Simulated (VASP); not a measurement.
# KScS2 (P4/mmm) in VASP: further runs

Aim: see how the results for KScS2 move with the level of theory and the settings. Levels: PBEsol, r2SCAN+rVV10. Tasks: single point, relaxation of cell and atoms.

Program: VASP 6.6.1. These are calculated values, not measurements. Logs are shortened: lines on timing, memory, paths and dates and some standing lists are left out, and cuts for length are marked.

## (1) The cell of the first run

The structure is tetragonal, space group P4/mmm (No. 123). Conventional cell: a = 3.980 Å, b = 3.980 Å, c = 5.417 Å, α = 90.00°, β = 90.00°, γ = 90.00°. Within 3.6 Å of K (site symmetry 4/mmm) lie 6 S at 2.71 to 2.81 Å. Within 3.6 Å of S (site symmetry 4/mmm) lie 2 K at 2.71 Å and 4 Sc at 2.81 Å. S (site symmetry 4/mmm) has 2 Sc at 2.71 Å and 4 K at 2.81 Å within 3.6 Å. Within 3.6 Å of Sc (site symmetry 4/mmm) lie 6 S at 2.71 to 2.81 Å.

## (2) Single point, PBEsol

INCAR

```
SYSTEM = KScS2
  PREC = Accurate
  ENCUT = 520
  EDIFF = 1E-6
  ISMEAR = -1
  SIGMA = 0.03
  LREAL = .False.
  LASPH = .True.
  NELM = 60
  ALGO = Normal
  ISIF = 2
  LWAVE = .False.
  LCHARG = .True.
  GGA = PS
  LELF = .True.
  LVHAR = .True.
  NBANDS = 24
```

KPOINTS

```
regular mesh
0
Gamma
  6 6 4
  0 0 0
```

POSCAR

```
KScS2
1.0
    3.9798153438      0.0000000000      0.0000000000
    0.0000000000      3.9798153438      0.0000000000
    0.0000000000      0.0000000000      5.4169176991
K S Sc
1 2 1
Direct
    0.0000000000      0.0000000000      0.0000000000
    0.0000000000      0.0000000000      0.5000000000
    0.5000000000      0.5000000000      0.0000000000
    0.5000000000      0.5000000000      0.5000000000
```

Potentials or basis: VASP PAW PBE potentials, release 64 (K_sv, S, Sc_sv).

Started as:

```console
$ cat potpaw_PBE.64/K_sv/POTCAR potpaw_PBE.64/S/POTCAR potpaw_PBE.64/Sc_sv/POTCAR > POTCAR
$ mpirun -np 1 vasp_std > vasp.out
```

OUTCAR:

```text
SYSTEM = KScS2
   PREC = Accurate
   ENCUT = 520
   EDIFF = 1E-6
   ISMEAR = -1
   LREAL = .False.
   LASPH = .True.
   NELM = 60
   ISIF = 2
   GGA = PS

 ion  position               nearest neighbor table
   1  0.000  0.000  0.000-   2 2.71   2 2.71   3 2.81   3 2.81   3 2.81   3 2.81
   2  0.000  0.000  0.500-   1 2.71   1 2.71   4 2.81   4 2.81   4 2.81   4 2.81
   3  0.500  0.500  0.000-   4 2.71   4 2.71   1 2.81   1 2.81   1 2.81   1 2.81
   4  0.500  0.500  0.500-   3 2.71   3 2.71   2 2.81   2 2.81   2 2.81   2 2.81

  LATTYP: Found a simple tetragonal cell.
 ALAT       =     3.9798153438
 C/A-ratio  =     1.3610977473

  Lattice vectors:

 A1 = (   3.9798153438,   0.0000000000,   0.0000000000)
 A2 = (   0.0000000000,   3.9798153438,   0.0000000000)
 A3 = (   0.0000000000,   0.0000000000,   5.4169176991)

Analysis of symmetry for initial positions (statically):
=====================================================================
 Subroutine PRICEL returns:
 Original cell was already a primitive cell.

 Routine SETGRP: Setting up the symmetry group for a
 simple tetragonal supercell.

 Subroutine GETGRP returns: Found 16 space group operations
 (whereof 16 operations were pure point group operations)
 out of a pool of 16 trial point group operations.

The static configuration has the point symmetry D_4h.

Analysis of symmetry for dynamics (positions and initial velocities):
=====================================================================
 Subroutine PRICEL returns:
 Original cell was already a primitive cell.

 Routine SETGRP: Setting up the symmetry group for a
 simple tetragonal supercell.

 Subroutine GETGRP returns: Found 16 space group operations
 (whereof 16 operations were pure point group operations)
 out of a pool of 16 trial point group operations.

The dynamic configuration has the point symmetry D_4h.

 Subroutine INISYM returns: Found 16 space group operations
 (whereof 16 operations are pure point group operations),
 and found     1 'primitive' translations

----------------------------------------------------------------------------------------

                                     Primitive cell

  volume of cell :      85.7982

  direct lattice vectors                    reciprocal lattice vectors
     3.979815344  0.000000000  0.000000000     0.251267939  0.000000000  0.000000000
     0.000000000  3.979815344  0.000000000     0.000000000  0.251267939  0.000000000
     0.000000000  0.000000000  5.416917699     0.000000000  0.000000000  0.184606829

  length of vectors
     3.979815344  3.979815344  5.416917699     0.251267939  0.251267939  0.184606829

  position of ions in fractional coordinates (direct lattice)
     0.000000000  0.000000000  0.000000000
     0.000000000  0.000000000  0.500000000
     0.500000000  0.500000000  0.000000000
     0.500000000  0.500000000  0.500000000

  ion indices of the primitive-cell ions
   primitive index   ion index
                 1           1
                 2           2
                 3           3
                 4           4

----------------------------------------------------------------------------------------

 KPOINTS: regular mesh

Automatic generation of k-mesh.
 Grid dimensions read from file:
 generate k-points for:    6    6    4

 Generating k-lattice:

  Cartesian coordinates                     Fractional coordinates (reciprocal lattice)
     0.041877990  0.000000000  0.000000000     0.166666667  0.000000000  0.000000000
     0.000000000  0.041877990  0.000000000     0.000000000  0.166666667  0.000000000
     0.000000000  0.000000000  0.046151707     0.000000000  0.000000000  0.250000000

  Length of vectors
     0.041877990  0.041877990  0.046151707

  Shift w.r.t. Gamma in fractional coordinates (k-lattice)
     0.000000000  0.000000000  0.000000000

 Subroutine IBZKPT returns following result:
 ===========================================

 Found     30 irreducible k-points:

 Following reciprocal coordinates:
            Coordinates               Weight
  0.000000  0.000000  0.000000      1.000000
  0.166667  0.000000  0.000000      4.000000
  0.333333  0.000000  0.000000      4.000000
  0.500000  0.000000  0.000000      2.000000
  0.166667  0.166667  0.000000      4.000000
  0.333333  0.166667  0.000000      8.000000
[... 16 lines left out ...]
  0.333333  0.000000  0.500000      4.000000
  0.500000  0.000000  0.500000      2.000000
 [... further k-points ...]
   k-points           NKPTS =     30   k-points in BZ     NKDIM =     30   number of bands    NBANDS=     24
   number of dos      NEDOS =    301   number of ions     NIONS =      4
   total plane-waves  NPLWV =  36000
   dimension x,y,z NGX =    30 NGY =   30 NGZ =   40
   dimension x,y,z NGXF=    60 NGYF=   60 NGZF=   80
   ions per type =               1   2   1
   NGX,Y,Z   is equivalent  to a cutoff of  12.53, 12.53, 12.28 a.u.
   NGXF,Y,Z  is equivalent  to a cutoff of  25.06, 25.06, 24.55 a.u.
 SYSTEM =  KScS2
   PREC   = accura    normal or accurate (medium, high low for compatibility)
   ISTART =      0    job   : 0-new  1-cont  2-samecut
   ICHARG =      2    charge: 1-file 2-atom 10-const
   ISPIN  =      1    spin polarized calculation?
   LNONCOLLINEAR =      F non collinear calculations
   LSORBIT =      F    spin-orbit coupling
   LASPH  =      T    aspherical Exc in radial PAW
   ENCUT  =  520.0 eV  38.22 Ry    6.18 a.u.   7.40  7.40 10.07*2*pi/ulx,y,z
   NELM   =     60;   NELMIN=  2; NELMDL= -5     # of ELM steps
   EDIFF  = 0.1E-05   stopping-criterion for ELM
   LREAL  =      F    real-space projection
   EDIFFG = 0.1E-04   stopping-criterion for IOM
   NSW    =      0    number of steps for IOM
   IBRION =     -1    ionic relax: 0-MD 1-quasi-New 2-CG
   NFREE  =      0    steps in history (QN), initial steepest desc. (CG)
   ISIF   =      2    stress and relaxation
   ISYM   =      2    0-nonsym 1-usesym 2-fastsym
   POTIM  = 0.5000    time-step for ionic-motion
   TEBEG  =    0.0;   TEEND  =   0.0 temperature during run
   PSTRESS=    0.0 pullay stress
   NELECT =      32.0000    total number of electrons
   NUPDOWN=      -1.0000    fix difference up-down
   EMIN   =  10.00;   EMAX   =-10.00  energy-range for DOS
   EFERMI =   0.00;   METHOD = LEGACY
   ISMEAR =    -1;   SIGMA  =   0.03  broadening in eV -4-tet -1-fermi 0-gaus
   EFERMI_NEDOS =   21; number of points for ismear=-14 and -15
   IALGO  =     38    algorithm
   IMIX   =      4    mixing-type and parameters
     AMIX     =   0.40;   BMIX     =  1.00
     AMIX_MAG =   1.60;   BMIX_MAG =  1.00
  volume/ion in A,a.u.               =      21.45       144.75
  Fermi-wavevector in a.u.,A,eV,Ry     =   1.178416  2.226884 18.893939  1.388665
  Thomas-Fermi vector in A             =   2.314746
   LORBIT       =      0    0 simple, 1 ext, 2 COOP (PROOUT), +10 PAW based schemes
   GGA     = PS    functional components
   LHFCALC =     F    Hartree Fock is set to
   AEXX    =    0.0000 exact exchange contribution
   IVDW    =     0    specifies the selected vdW correction
   LEPSILON=     F    determine dielectric tensor
   LRPA    =     F    only Hartree local field effects (RPA)
 non-spin polarized calculation
  energy-cutoff  :      520.00
  volume of cell :       85.80
 maximum number of plane-waves:      2344
 NGX is ok and might be reduce to    30
   NGX = 15   NGY = 15   NGZ = 21

 number of electron      32.0000004 magnetization

 Free energy of the ion-electron system (eV)
  ---------------------------------------------------
  ext. energy  EPLUGINS =         0.00000000
  ---------------------------------------------------
  free energy    TOTEN  =       -21.63114058 eV

  energy without entropy =      -21.62972054  energy(sigma->0) =      -21.63043056

 E-fermi :   3.0758     XC(G=0):  -9.8287

 val. band max:        3.0511551155   @ k =   0.0000   0.0000   0.0000
 cond. band min:       3.0910221190   @ k =   0.0000   0.0000   0.2500
 fundamental gap:      0.0398670035
 Fermi energy:         3.0757579901

 k-point     1 :       0.0000    0.0000    0.0000
  band No.  band energies     occupation
      1     -47.1885      2.00000
      2     -25.8850      2.00000
      3     -25.8850      2.00000
      4     -25.7228      2.00000
      5     -24.5433      2.00000
      6      -9.3087      2.00000
[... 16 lines left out ...]
     23       8.0335      0.00000
     24      10.2952      0.00000

 k-point     2 :       0.1667    0.0000    0.0000
  band No.  band energies     occupation
      1     -47.1882      2.00000
      2     -25.8927      2.00000
      3     -25.8842      2.00000
      4     -25.7222      2.00000
      5     -24.5375      2.00000
      6      -9.2563      2.00000
[... 16 lines left out ...]
     23       8.5693      0.00000
     24      10.1556      0.00000

 k-point     3 :       0.3333    0.0000    0.0000
  band No.  band energies     occupation
      1     -47.1875      2.00000
      2     -25.9080      2.00000
      3     -25.8824      2.00000
      4     -25.7211      2.00000
      5     -24.5261      2.00000
      6      -9.3764      2.00000
[... 16 lines left out ...]
     23       9.4240      0.00000
     24       9.7162      0.00000

 k-point     4 :       0.5000    0.0000    0.0000
  band No.  band energies     occupation
      1     -47.1871      2.00000
      2     -25.9156      2.00000
      3     -25.8816      2.00000
      4     -25.7205      2.00000
      5     -24.5204      2.00000
      6      -9.5145      2.00000
[... 16 lines left out ...]
     23       9.1181      0.00000
     24      10.5514      0.00000

 k-point     5 :       0.1667    0.1667    0.0000
  band No.  band energies     occupation
      1     -47.1878      2.00000
      2     -25.8923      2.00000
      3     -25.8909      2.00000
      4     -25.7217      2.00000
      5     -24.5322      2.00000
      6      -9.2198      2.00000
[... 16 lines left out ...]
     23       9.1131      0.00000
     24       9.9537      0.00000

 k-point     6 :       0.3333    0.1667    0.0000
  band No.  band energies     occupation
      1     -47.1871      2.00000
      2     -25.9065      2.00000
      3     -25.8895      2.00000
      4     -25.7205      2.00000
      5     -24.5215      2.00000
      6      -9.2755      2.00000
[... 16 lines left out ...]
     23       9.4053      0.00000
     24       9.8556      0.00000
[... 379 lines left out ...]
 k-point    21 :       0.0000    0.0000    0.5000
  band No.  band energies     occupation
      1     -47.1885      2.00000
      2     -25.8850      2.00000
      3     -25.8850      2.00000
      4     -25.7264      2.00000
      5     -24.5393      2.00000
      6     -10.0627      2.00000
[... 16 lines left out ...]
     23       9.6115      0.00000
     24       9.9979      0.00000

 k-point    22 :       0.1667    0.0000    0.5000
  band No.  band energies     occupation
      1     -47.1881      2.00000
      2     -25.8925      2.00000
      3     -25.8841      2.00000
      4     -25.7256      2.00000
      5     -24.5343      2.00000
      6      -9.9967      2.00000
[... 16 lines left out ...]
     23       9.3007      0.00000
     24       9.9791      0.00000

 k-point    23 :       0.3333    0.0000    0.5000
  band No.  band energies     occupation
      1     -47.1874      2.00000
      2     -25.9075      2.00000
      3     -25.8824      2.00000
      4     -25.7239      2.00000
      5     -24.5242      2.00000
      6      -9.8602      2.00000
[... 16 lines left out ...]
     23       8.5945      0.00000
     24      10.5137      0.00000

 k-point    24 :       0.5000    0.0000    0.5000
  band No.  band energies     occupation
      1     -47.1871      2.00000
      2     -25.9151      2.00000
      3     -25.8815      2.00000
      4     -25.7230      2.00000
      5     -24.5191      2.00000
      6      -9.7897      2.00000
[... 16 lines left out ...]
     23       8.2645      0.00000
     24      10.0608      0.00000

 [... further k-points ...]

------------------------ aborting loop because EDIFF is reached ----------------------------------------

  FORCE on cell =-STRESS in cart. coord.  units (eV):
  Direction    XX          YY          ZZ          XY          YZ          ZX
  --------------------------------------------------------------------------------------
  -------------------------------------------------------------------------------------
  Total        0.1104873      0.1104873      0.1924903      0.0000000      0.0000000      0.0000000
  in kB        2.0632169      2.0632169      3.5945242      0.0000000      0.0000000      0.0000000
  external PRESSURE =       2.5736526 kB  Pullay stress =       0.0000000 kB

 VOLUME and BASIS-vectors are now :
 -----------------------------------------------------------------------------
  energy-cutoff  :      520.00
  volume of cell :       85.80
      direct lattice vectors                 reciprocal lattice vectors
     3.979815344  0.000000000  0.000000000     0.251267939  0.000000000  0.000000000
     0.000000000  3.979815344  0.000000000     0.000000000  0.251267939  0.000000000
     0.000000000  0.000000000  5.416917699     0.000000000  0.000000000  0.184606829

 POSITION                                       TOTAL-FORCE (eV/Angst)
 -----------------------------------------------------------------------------------
      0.00000      0.00000      0.00000         0.000000      0.000000      0.000000
      0.00000      0.00000      2.70846         0.000000      0.000000      0.000000
      1.98991      1.98991      0.00000         0.000000      0.000000      0.000000
      1.98991      1.98991      2.70846         0.000000      0.000000      0.000000
 -----------------------------------------------------------------------------------
    total drift:                                0.000000      0.000000      0.000000

  FREE ENERGIE OF THE ION-ELECTRON SYSTEM (eV)
  ---------------------------------------------------
  free  energy   TOTEN  =       -21.6311405827 eV

  energy  without entropy=      -21.6297205392  energy(sigma->0) =      -21.63043056
```

Run time: 26 s. Hardware: 1 thread of Intel Xeon 6975P-C (Granite Rapids), shared host; peak memory 0.21 GiB.

Results:

```yaml
Free_energy: -21.6311 eV
Pressure: 0.3 GPa
Band_gap_on_the_k_mesh: zero (bands 16 and 17 overlap by 0.02 eV)
```

Stress tensor (GPa, compression positive):
```
0.21 0.00 0.00
0.00 0.21 0.00
0.00 0.00 0.36
```

Caveat: the PAW data sets were made with another functional, which shifts forces and pressure a little.

## (3) Single point, r2SCAN+rVV10

This run uses another cell than the first one, of 21.98 Å³/atom.

POSCAR

```
KScS2
1.0
    4.0166446699      0.0000000000      0.0000000000
    0.0000000000      4.0166446699      0.0000000000
    0.0000000000      0.0000000000      5.4499120201
K S Sc
1 2 1
Direct
    0.0000000000      0.0000000000      0.0000000000
    0.0000000000      0.0000000000      0.5000000000
    0.5000000000      0.5000000000      0.0000000000
    0.5000000000      0.5000000000      0.5000000000
```

INCAR.step1

```
  ALGO = Normal
  EDIFF = 1E-4
  ENCUT = 520
  GGA = PE
  ISMEAR = -1
  LASPH = T
  LCHARG = F
  LREAL = F
  LWAVE = T
  NBANDS = 24
  NELM = 100
  PREC = Accurate
  SIGMA = 0.03
```

INCAR.step2

```
  ALGO = Normal
  BPARAM = 11.95
  CPARAM = 0.0093
  EDIFF = 1E-6
  ENCUT = 520
  ISIF = 2
  ISMEAR = -1
  ISTART = 1
  IVDW_NL = 2
  LASPH = T
  LCHARG = F
  LMIXTAU = T
  LREAL = F
  LUSE_VDW = T
  LWAVE = F
  METAGGA = R2SCAN
  NBANDS = 24
  NELM = 100
  PREC = Accurate
  SIGMA = 0.03
```

KPOINTS

```
k-points
0
Gamma
  6 6 4
```

Potentials or basis: VASP PAW PBE potentials, release 64 (K_sv, S, Sc_sv).

Started as:

```console
$ cat potpaw_PBE.64/K_sv/POTCAR potpaw_PBE.64/S/POTCAR potpaw_PBE.64/Sc_sv/POTCAR > POTCAR
$ cp INCAR.step1 INCAR
$ mpirun -np 1 vasp_std > vasp.out
$ cp INCAR.step2 INCAR
$ mpirun -np 1 vasp_std > vasp.out
```

Wall time 2.2 min (1 thread of Intel Xeon 6975P-C (Granite Rapids), shared host); peak memory 0.38 GiB.

Results (log left out):

| Property | Result |
| --- | --- |
| Free energy | -38.5618 eV |
| Pressure | 0.2 GPa |
| Band gap on the k mesh | 0.22 eV |

Stress tensor (GPa, compression positive):
```
0.19 0.00 0.00
0.00 0.19 0.00
0.00 0.00 0.36
```

Levels at points of the mesh, in eV from the valence-band top:
| k point | band 14 | band 15 | band 16 | band 17 | band 18 | band 19 |
| --- | --- | --- | --- | --- | --- | --- |
| (0.00, 0.00, 0.00) | -0.44 | 0.00 | 0.00 | 0.22 | 1.24 | 1.58 |
| (0.50, 0.00, 0.00) | -1.94 | -1.54 | -0.84 | 1.77 | 1.99 | 2.15 |
| (0.50, 0.50, 0.00) | -0.85 | -0.57 | -0.57 | 0.78 | 0.78 | 1.95 |
| (0.00, 0.00, 0.50) | -2.10 | -0.51 | -0.51 | 0.29 | 1.25 | 2.29 |
| (0.50, 0.00, 0.50) | -2.59 | -1.19 | -1.08 | 2.03 | 2.44 | 2.54 |
| (0.50, 0.50, 0.50) | -1.94 | -1.32 | -1.32 | 2.14 | 2.14 | 2.17 |

Caveat: the PAW data sets were made with another functional, which shifts forces and pressure a little. A k mesh can miss the band edges.

[end of part 1 of 2]
